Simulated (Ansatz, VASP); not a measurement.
## One calculation of CuO, two programs

```
Cu O
1.0
     0.00000    2.23228    2.23228
     2.23228    0.00000    2.23228
     2.23228    2.23228    0.00000
Cu O
1 1
Direct
  0.00000 0.00000 0.00000
  0.25000 0.25000 0.25000
```

Alike in both runs: task relaxation of cell and atoms; functional PBE; k mesh 16 × 16 × 16; occupations fermi-dirac, width 0.05 eV; no spin polarisation.

|  | VASP | Ansatz |
| --- | --- | --- |
| version | VASP 6.6.1 | Ansatz 0.2.0 |
| potentials or method | VASP PAW PBE potentials, release 64 (Cu, O) | PAW with Ansatz's default frozen-core files, scalar-relativistic |
| plane-wave cutoff (eV) | 600 | 420 |
| valence electrons in the cell | 17 | 25 |

|  | VASP | Ansatz | Ansatz less VASP |
| --- | --- | --- | --- |
| relaxed volume (Å³/atom) | 11.62 | 11.57 | -0.054 |
| relaxed cell length with the largest relative difference (Å) | 3.204 | 3.199 | -0.0050 |

VASP's potentials hold 17 valence electrons a cell and Ansatz's 25, so a difference there can come from the potentials and not from the codes.
